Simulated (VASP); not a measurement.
Input of a VASP 6.6.1 run:

The input INCAR:

```
ALGO = Fast ; EDIFF = 1E-6
ENCUT = 520 ; GGA = CA
ISIF = 2 ; ISMEAR = 0
LASPH = True ; LCHARG = False
LREAL = False ; LWAVE = False
NBANDS = 34 ; NELM = 100
PREC = Accurate ; SIGMA = 0.1
```

Contents of KPOINTS:

```
k-points
0
Gamma
  15 15 4
```

File POSCAR:

```
In
1.0
    3.3855070175      0.0000000000      0.0000000000
   -1.6927535087      2.9319350818      0.0000000000
    0.0000000000      0.0000000000     10.5452672310
In
4
Direct
    0.0000000000      0.0000000000      0.0000000000
    0.3333333300      0.6666666700      0.2500000000
    0.0000000000      0.0000000000      0.5000000000
    0.6666666700      0.3333333300      0.7500000000
```

Potentials or basis: VASP PAW LDA potentials, release 64 (In_d).

Command:

```bash
$ cat potpaw_LDA.64/In_d/POTCAR > POTCAR
$ mpirun -np 1 vasp_std > vasp.out
```

Question: Predict the pressure.

Answer: -2.5 GPa.

Question: Predict the band gap on the k mesh.

Answer: Zero (bands 26 and 27 overlap by 5.14 eV).

Stress tensor (GPa, compression positive):
```
-2.54  0.00  0.00
 0.00 -2.54  0.00
 0.00  0.00 -2.31
```

Caveat: the cell differs from its parent crystal (strained); spin-orbit coupling is left out, which moves the levels of the heavy elements.
